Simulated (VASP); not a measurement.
# WC (P1) in VASP: a series of runs

WC is run at these levels: PBE; tasks: single point.

Program: VASP 6.6.1. These are calculated values, not measurements. Logs are shortened: lines on timing, memory, paths and dates and some standing lists are left out, and cuts for length are marked.

### 1 The cell of the first run

The typed cell holds 16 atoms: a = 5.901 Å, b = 5.111 Å, c = 5.756 Å, α = 90.00°, β = 90.00°, γ = 90.00°.

### 2 Single point, PBE

The input, INCAR:

```
ALGO = Normal
EDIFF = 1E-7
ENCUT = 520
GGA = PE
ISIF = 2
ISMEAR = -1
LASPH = T
LCHARG = T
LELF = T
LREAL = Auto
LVHAR = T
LWAVE = F
NBANDS = 86
NELM = 80
PREC = Accurate
SIGMA = 0.17
```

The input, KPOINTS:

```
k-points
0
Gamma
  3 3 3
```

The input, POSCAR:

```
WC
1.0
   -2.9505990000     -5.1105870000      0.0000000000
    4.4258980000     -2.5552930000      0.0000000000
    0.0000000000      0.0000000000      5.7558530000
W C
8 8
Direct
    0.7572966064      0.4849814907      0.0299521200
    0.7560199855      0.4999012208      0.5221293873
    0.4977303370     -0.0140078613      0.0039438116
    0.5103905742     -0.0152606504      0.5111145125
    0.2333847374      0.4653348931      0.0412449727
    0.2456655309      0.4867171520      0.5340824375
    0.0235862434      0.0095333300      0.0014593840
   -0.0063904647     -0.0270579437      0.5026709334
    0.5132888822      0.6116294733      0.2506318351
    0.5257682658      0.6436504681      0.7874593045
    0.2187045518      0.1777061812      0.2987393875
    0.2774523272      0.1809012678      0.7733171782
   -0.0271916449      0.6322035347      0.2956121360
   -0.0147330422      0.6821505377      0.7911598854
    0.7424846720      0.1045154070      0.2403987732
    0.7238164949      0.1446694492      0.7280241521
```

Potentials or basis: VASP PAW PBE potentials, release 64 (W_sv, C).

Launch:

```
$ cat potpaw_PBE.64/W_sv/POTCAR potpaw_PBE.64/C/POTCAR > POTCAR
$ mpirun -np 1 vasp_std > vasp.out
```

OUTCAR:

```text
EDIFF = 1E-7
   ENCUT = 520
   GGA = PE
   ISIF = 2
   ISMEAR = -1
   LASPH = T
   LREAL = Auto
   NELM = 80
   PREC = Accurate

 ion  position               nearest neighbor table
   1  0.757  0.485  0.030-   9 2.03  10 2.11  13 2.13  14 2.17  15 2.29  16 2.47   5 2.81   2 2.83
                             7 2.90   2 2.92   3 2.98   3 2.99   5 3.09   7 3.11
   2  0.756  0.500  0.522-  13 1.95  10 2.17  16 2.18   9 2.20  14 2.26  15 2.59   8 2.80   1 2.83
                             4 2.87   6 2.89   1 2.92   4 3.01   6 3.01   8 3.04
   3  0.498  0.986  0.004-  15 2.07  12 2.11  10 2.15  16 2.23   9 2.38  11 2.56   7 2.80   4 2.84
                             5 2.91   4 2.92   1 2.98   1 2.99   5 3.09   7 3.11
   4  0.510  0.985  0.511-  16 1.95  15 2.16  12 2.27  11 2.33  10 2.36   9 2.43   3 2.84   8 2.85
                             2 2.87   3 2.92   6 2.99   2 3.01   6 3.01   8 3.05
   5  0.233  0.465  0.041-  11 2.09  12 2.14   9 2.18  13 2.29  14 2.33  10 2.44   7 2.65   1 2.81
                             6 2.84   3 2.91   6 2.92   7 3.05   3 3.09   1 3.09
   6  0.246  0.487  0.534-  11 2.09  12 2.09  13 2.24  10 2.35  14 2.36   9 2.36   5 2.84   2 2.89
                             8 2.90   5 2.92   4 2.99   4 3.01   2 3.01   8 3.02
   7  0.024  0.010  0.001-  14 2.08  12 2.18  15 2.21  11 2.23  16 2.47  13 2.58   5 2.65   3 2.80
                             8 2.88   8 2.90   1 2.90   5 3.05   3 3.11   1 3.11
   8  0.994  0.973  0.503-  11 2.06  13 2.11  15 2.22  14 2.23  16 2.23  12 2.52   2 2.80   4 2.85
                             7 2.88   7 2.90   6 2.90   6 3.02   2 3.04   4 3.05
   9  0.513  0.612  0.251-   1 2.03   5 2.18   2 2.20   6 2.36   3 2.38   4 2.43
  10  0.526  0.644  0.787-   1 2.11   3 2.15   2 2.17   6 2.35   4 2.36   5 2.44
  11  0.219  0.178  0.299-   8 2.06   6 2.09   5 2.09   7 2.23   4 2.33   3 2.56
  12  0.277  0.181  0.773-   6 2.09   3 2.11   5 2.14   7 2.18   4 2.27   8 2.52
  13  0.973  0.632  0.296-   2 1.95   8 2.11   1 2.13   6 2.24   5 2.29   7 2.58
  14  0.985  0.682  0.791-   7 2.08   1 2.17   8 2.23   2 2.26   5 2.33   6 2.36
  15  0.742  0.105  0.240-   3 2.07   4 2.16   7 2.21   8 2.22   1 2.29   2 2.59
  16  0.724  0.145  0.728-   4 1.95   2 2.18   3 2.23   8 2.23   7 2.47   1 2.47

  LATTYP: Found a simple orthorhombic cell.
 ALAT       =     5.1105866026
 B/A-ratio  =     1.1262607304
 C/A-ratio  =     1.1547006497

  Lattice vectors:

 A1 = (   4.4258980000,  -2.5552930000,   0.0000000000)
 A2 = (   0.0000000000,   0.0000000000,   5.7558530000)
 A3 = (  -2.9505990000,  -5.1105870000,   0.0000000000)

Analysis of symmetry for initial positions (statically):
=====================================================================
 Subroutine PRICEL returns:
 Original cell was already a primitive cell.

 Routine SETGRP: Setting up the symmetry group for a
 simple orthorhombic supercell.

 Subroutine GETGRP returns: Found  1 space group operations
 (whereof  1 operations were pure point group operations)
 out of a pool of  8 trial point group operations.

The static configuration has the point symmetry C_1 .

Analysis of symmetry for dynamics (positions and initial velocities):
=====================================================================
 Subroutine PRICEL returns:
 Original cell was already a primitive cell.

 Routine SETGRP: Setting up the symmetry group for a
 simple orthorhombic supercell.

 Subroutine GETGRP returns: Found  1 space group operations
 (whereof  1 operations were pure point group operations)
 out of a pool of  8 trial point group operations.

The dynamic configuration has the point symmetry C_1 .

 Subroutine INISYM returns: Found  1 space group operations
 (whereof  1 operations are pure point group operations),
 and found     1 'primitive' translations

----------------------------------------------------------------------------------------

                                     Primitive cell

  volume of cell :     173.5884

  direct lattice vectors                    reciprocal lattice vectors
    -2.950599000 -5.110587000  0.000000000    -0.084728553 -0.146754182  0.000000000
     4.425898000 -2.555293000  0.000000000     0.169457140 -0.097836132  0.000000000
     0.000000000  0.000000000  5.755853000     0.000000000  0.000000000  0.173736195

  length of vectors
     5.901197670  5.110586603  5.755853000     0.169457126  0.195672254  0.173736195

  position of ions in fractional coordinates (direct lattice)
     0.757296606  0.484981491  0.029952120
     0.756019986  0.499901221  0.522129387
     0.497730337  0.985992139  0.003943812
     0.510390574  0.984739350  0.511114513
     0.233384737  0.465334893  0.041244973
     0.245665531  0.486717152  0.534082437
[... 8 lines left out ...]
     0.742484672  0.104515407  0.240398773
     0.723816495  0.144669449  0.728024152

  ion indices of the primitive-cell ions
   primitive index   ion index
                 1           1
                 2           2
                 3           3
                 4           4
                 5           5
                 6           6
[... 8 lines left out ...]
                15          15
                16          16

----------------------------------------------------------------------------------------

 KPOINTS: k-points

Automatic generation of k-mesh.
 Grid dimensions read from file:
 generate k-points for:    3    3    3

 Generating k-lattice:

  Cartesian coordinates                     Fractional coordinates (reciprocal lattice)
    -0.028242851 -0.048918061  0.000000000     0.333333333 -0.000000000  0.000000000
     0.056485713 -0.032612044  0.000000000    -0.000000000  0.333333333  0.000000000
     0.000000000  0.000000000  0.057912065     0.000000000  0.000000000  0.333333333

  Length of vectors
     0.056485709  0.065224085  0.057912065

  Shift w.r.t. Gamma in fractional coordinates (k-lattice)
     0.000000000  0.000000000  0.000000000

 Subroutine IBZKPT returns following result:
 ===========================================

 Found     14 irreducible k-points:

 Following reciprocal coordinates:
            Coordinates               Weight
  0.000000  0.000000  0.000000      1.000000
  0.333333  0.000000  0.000000      2.000000
  0.000000  0.333333  0.000000      2.000000
  0.333333  0.333333  0.000000      2.000000
 -0.333333  0.333333  0.000000      2.000000
  0.000000  0.000000  0.333333      2.000000
  0.333333  0.000000  0.333333      2.000000
 -0.333333 -0.000000  0.333333      2.000000
  0.000000  0.333333  0.333333      2.000000
  0.000000  0.333333 -0.333333      2.000000
  0.333333  0.333333  0.333333      2.000000
 -0.333333  0.333333 -0.333333      2.000000
 -0.333333 -0.333333  0.333333      2.000000
  0.333333 -0.333333 -0.333333      2.000000
   k-points           NKPTS =     14   k-points in BZ     NKDIM =     14   number of bands    NBANDS=     86
   number of dos      NEDOS =    301   number of ions     NIONS =     16
   total plane-waves  NPLWV =  92160
   dimension x,y,z NGX =    48 NGY =   40 NGZ =   48
   dimension x,y,z NGXF=    96 NGYF=   80 NGZF=   96
   ions per type =               8   8
   NGX,Y,Z   is equivalent  to a cutoff of  13.52, 13.01, 13.86 a.u.
   NGXF,Y,Z  is equivalent  to a cutoff of  27.04, 26.02, 27.73 a.u.
 SYSTEM =  unknown system
   PREC   = accura    normal or accurate (medium, high low for compatibility)
   ISTART =      0    job   : 0-new  1-cont  2-samecut
   ICHARG =      2    charge: 1-file 2-atom 10-const
   ISPIN  =      1    spin polarized calculation?
   LNONCOLLINEAR =      F non collinear calculations
   LSORBIT =      F    spin-orbit coupling
   LASPH  =      T    aspherical Exc in radial PAW
   ENCUT  =  520.0 eV  38.22 Ry    6.18 a.u.  10.97  9.50 10.70*2*pi/ulx,y,z
   NELM   =     80;   NELMIN=  2; NELMDL= -5     # of ELM steps
   EDIFF  = 0.1E-06   stopping-criterion for ELM
   LREAL  =      T    real-space projection
   EDIFFG = 0.1E-05   stopping-criterion for IOM
   NSW    =      0    number of steps for IOM
   IBRION =     -1    ionic relax: 0-MD 1-quasi-New 2-CG
   NFREE  =      0    steps in history (QN), initial steepest desc. (CG)
   ISIF   =      2    stress and relaxation
   ISYM   =      2    0-nonsym 1-usesym 2-fastsym
   POTIM  = 0.5000    time-step for ionic-motion
   TEBEG  =    0.0;   TEEND  =   0.0 temperature during run
   PSTRESS=    0.0 pullay stress
   NELECT =     144.0000    total number of electrons
   NUPDOWN=      -1.0000    fix difference up-down
   EMIN   =  10.00;   EMAX   =-10.00  energy-range for DOS
   EFERMI =   0.00;   METHOD = LEGACY
   ISMEAR =    -1;   SIGMA  =   0.17  broadening in eV -4-tet -1-fermi 0-gaus
   EFERMI_NEDOS =   21; number of points for ismear=-14 and -15
   IALGO  =     38    algorithm
   IMIX   =      4    mixing-type and parameters
     AMIX     =   0.40;   BMIX     =  1.00
     AMIX_MAG =   1.60;   BMIX_MAG =  1.00
  volume/ion in A,a.u.               =      10.85        73.21
  Fermi-wavevector in a.u.,A,eV,Ry     =   1.538233  2.906839 32.193572  2.366161
  Thomas-Fermi vector in A             =   2.644630
   LORBIT       =      0    0 simple, 1 ext, 2 COOP (PROOUT), +10 PAW based schemes
   GGA     = PE    functional components
   LHFCALC =     F    Hartree Fock is set to
   AEXX    =    0.0000 exact exchange contribution
   IVDW    =     0    specifies the selected vdW correction
   LEPSILON=     F    determine dielectric tensor
   LRPA    =     F    only Hartree local field effects (RPA)
 non-spin polarized calculation
  energy-cutoff  :      520.00
  volume of cell :      173.59
 maximum number of plane-waves:      4712
 NGX is ok and might be reduce to    48
   NGX = 21   NGY = 19   NGZ = 21

 number of electron     143.9999995 magnetization

 Free energy of the ion-electron system (eV)
  ---------------------------------------------------
  ext. energy  EPLUGINS =         0.00000000
  ---------------------------------------------------
  free energy    TOTEN  =      -174.62808594 eV

  energy without entropy =     -174.31196390  energy(sigma->0) =     -174.47002492

 E-fermi :  10.7140     XC(G=0): -13.5200

 val. band max:       10.7078156627   @ k =  -0.3333  -0.0000   0.3333
 cond. band min:      10.7282480426   @ k =   0.0000   0.0000   0.0000
 fundamental gap:      0.0204323799
 Fermi energy:        10.7140443469

 k-point     1 :       0.0000    0.0000    0.0000
  band No.  band energies     occupation
      1     -63.5874      2.00000
      2     -63.5741      2.00000
      3     -63.5298      2.00000
      4     -63.5143      2.00000
      5     -63.4693      2.00000
      6     -63.4674      2.00000
[... 76 lines left out ...]
     83      14.1341      0.00000
     84      14.5497      0.00000

 k-point     2 :       0.3333    0.0000    0.0000
  band No.  band energies     occupation
      1     -63.5839      2.00000
      2     -63.5744      2.00000
      3     -63.5293      2.00000
      4     -63.5152      2.00000
      5     -63.4712      2.00000
      6     -63.4679      2.00000
[... 1033 lines left out ...]
     83      14.1104      0.00000
     84      14.3937      0.00000

 k-point    14 :       0.3333   -0.3333   -0.3333
  band No.  band energies     occupation
      1     -63.5744      2.00000
      2     -63.5719      2.00000
      3     -63.5298      2.00000
      4     -63.5188      2.00000
      5     -63.4725      2.00000
      6     -63.4686      2.00000
[... 76 lines left out ...]
     83      14.2466      0.00000
     84      14.3531      0.00000
 [bands above 84 left out]

------------------------ aborting loop because EDIFF is reached ----------------------------------------

  FORCE on cell =-STRESS in cart. coord.  units (eV):
  Direction    XX          YY          ZZ          XY          YZ          ZX
  --------------------------------------------------------------------------------------
  -------------------------------------------------------------------------------------
  Total        1.2454262      7.2334871      0.2991282     -1.8838685     -0.2134928      1.1682178
  in kB       11.4949731     66.7632834      2.7608784    -17.3876363     -1.9704856     10.7823594
  external PRESSURE =      27.0063783 kB  Pullay stress =       0.0000000 kB

 VOLUME and BASIS-vectors are now :
 -----------------------------------------------------------------------------
  energy-cutoff  :      520.00
  volume of cell :      173.59
      direct lattice vectors                 reciprocal lattice vectors
    -2.950599000 -5.110587000  0.000000000    -0.084728553 -0.146754182  0.000000000
     4.425898000 -2.555293000  0.000000000     0.169457140 -0.097836132  0.000000000
     0.000000000  0.000000000  5.755853000     0.000000000  0.000000000  0.173736195

 POSITION                                       TOTAL-FORCE (eV/Angst)
 -----------------------------------------------------------------------------------
     -0.08800     -5.10950      0.17240        -1.084606      1.601113     -2.024159
     -0.01820     -5.14110      3.00530        -1.001893      4.220089      1.650860
      2.89530     -5.06319      0.02270        -1.841177     -0.001291      1.035708
      2.85240     -5.12469      2.94190         0.347410      3.103698     -1.168135
      1.37090     -2.38180      0.23740         2.422815     -4.223924     -2.242336
      1.42930     -2.49920      3.07410         0.530172     -1.406752     -0.329038
[... 8 lines left out ...]
     -1.72820     -4.06160      1.38370         1.330411     -1.892829      0.898013
     -1.49540     -4.06880      4.19040        -0.520585     -3.750312      3.262003
 -----------------------------------------------------------------------------------
    total drift:                               -0.018862     -0.009136      0.003161

  FREE ENERGIE OF THE ION-ELECTRON SYSTEM (eV)
  ---------------------------------------------------
  free  energy   TOTEN  =      -174.6280859385 eV

  energy  without entropy=     -174.3119639029  energy(sigma->0) =     -174.47002492
```

Run time: 14 min. Hardware: 1 thread of AMD EPYC 7R13, shared host; peak memory 0.34 GiB.

What came out:

```yaml
Free_energy: -174.6281 eV
Pressure: 2.7 GPa
Largest_force: 5.361 eV/Å
Band_gap_on_the_k_mesh: zero (band 72 reaches 10.73 eV, above the bottom of band 73 at 10.68 eV)
```

Forces in eV/Å, atoms in the order of the input:
```
W   -1.085  1.601 -2.024
W   -1.002  4.220  1.651
W   -1.841 -0.001  1.036
W    0.347  3.104 -1.168
W    2.423 -4.224 -2.242
W    0.530 -1.407 -0.329
W   -0.169  4.077  1.883
W    1.382 -0.763  2.101
C    2.934  0.534  2.390
C    2.049  1.177 -1.353
C   -2.902 -0.731 -1.685
C   -0.388  2.175 -0.434
C   -0.801 -3.837 -2.451
C   -2.288 -0.281 -1.534
C    1.330 -1.893  0.898
C   -0.521 -3.750  3.262
```

Stress tensor (GPa, compression positive):
```
 1.15 -1.74  1.08
-1.74  6.68 -0.20
 1.08 -0.20  0.28
```

Levels at points of the mesh, in eV from the Fermi level:
```
           k point  band 68  band 69  band 70  band 71  band 72  band 73  band 74  band 75  band 76  band 77
(0.00, 0.00, 0.00)    -0.99    -0.78    -0.53    -0.15     0.01     0.29     0.85     1.24     1.73     1.92
```

Caveat: the k points lie up to 0.41 Å⁻¹ apart; spin-orbit coupling is left out, which moves the levels of the heavy elements; forces of over 1 eV/Å act on the atoms, so gaps and moduli don't describe the material at rest.

### 3 Single point, PBE

The input, INCAR:

```
SYSTEM = WC
ALGO = Normal ; EDIFF = 1E-6
ENCUT = 520 ; GGA = PE
ISIF = 2 ; ISMEAR = -1
LASPH = .TRUE. ; LCHARG = .FALSE.
LREAL = Auto ; LWAVE = .FALSE.
NBANDS = 86 ; NELM = 60
PREC = Accurate ; SIGMA = 0.17
```

The input, KPOINTS:

```
k-points
0
G
  3 3 3
  0 0 0
```

The input, POSCAR:

```
WC
1.0
   -2.9505990000     -5.1105870000      0.0000000000
    4.4258980000     -2.5552930000      0.0000000000
    0.0000000000      0.0000000000      5.7558530000
W C
8 8
Direct
    0.7395673526      0.5105781224      0.0051773386
    0.7386624639      0.4797888988      0.5060240420
    0.4836453143     -0.0335427114      0.0462833224
    0.4834235309     -0.0114577907      0.5146934781
    0.2448509960      0.4924553399      0.0158447410
    0.2436573573      0.4504250109      0.5279669234
   -0.0407609052      0.0112363443      0.0260083084
    0.0061238977     -0.0193702687      0.5239709909
    0.4780718839      0.6530648521      0.2794546699
    0.4736873126      0.6399969703      0.7749502984
    0.2415531579      0.1681300623      0.2736866282
    0.2311112340      0.1604457617      0.7850096241
    0.0090279616      0.6376418739      0.2699513000
   -0.0137367111      0.6946767580      0.7781644180
    0.7244597912      0.1375518224      0.2932493238
    0.7117397117      0.1428768764      0.7629103801
```

Potentials or basis: VASP PAW PBE potentials, release 64 (W_sv, C).

Launch:

```
$ cat potpaw_PBE.64/W_sv/POTCAR potpaw_PBE.64/C/POTCAR > POTCAR
$ mpirun -np 1 vasp_std > vasp.out
```

Wall time 12 min (1 thread of AMD EPYC 7R13, shared host); peak memory 0.34 GiB.

Results (log left out):

- Free energy: -176.3873 eV
- Pressure: -2.6 GPa
- Largest force: 5.559 eV/Å
- Band gap on the k mesh: zero (band 72 reaches 10.69 eV, above the bottom of band 73 at 10.65 eV)

Forces in eV/Å, atoms in the order of the input:
```
W   -1.864  1.166  1.565
W    0.546 -0.331  2.063
W    2.969 -0.815 -4.428
W   -1.428  1.092  3.087
W    0.124  1.889  1.481
W    5.138 -2.017 -0.661
W   -2.957 -1.641 -0.291
W    1.933  2.639 -0.639
C   -1.561 -0.390 -0.341
C    0.238 -1.871 -0.874
C   -1.520  1.216 -0.691
C   -1.138  0.453  0.059
C    1.894  0.928  0.375
C   -2.376  1.557 -0.080
C   -0.074 -1.811 -1.524
C    0.075 -2.064  0.899
```

Stress tensor (GPa, compression positive):
```
-2.67 -2.38  0.15
-2.38 -0.90  1.08
 0.15  1.08 -4.38
```

Levels at points of the mesh, in eV from the Fermi level:
| k point | band 69 | band 70 | band 71 | band 72 | band 73 | band 74 | band 75 | band 76 |
| --- | --- | --- | --- | --- | --- | --- | --- | --- |
| (0.00, 0.00, 0.00) | -0.59 | -0.48 | -0.16 | 0.01 | 0.07 | 0.79 | 0.86 | 1.79 |

Caveat: the k points lie up to 0.41 Å⁻¹ apart; spin-orbit coupling is left out, which moves the levels of the heavy elements; forces of over 1 eV/Å act on the atoms, so gaps and moduli don't describe the material at rest.

(Part 1 of 2 ends here.)
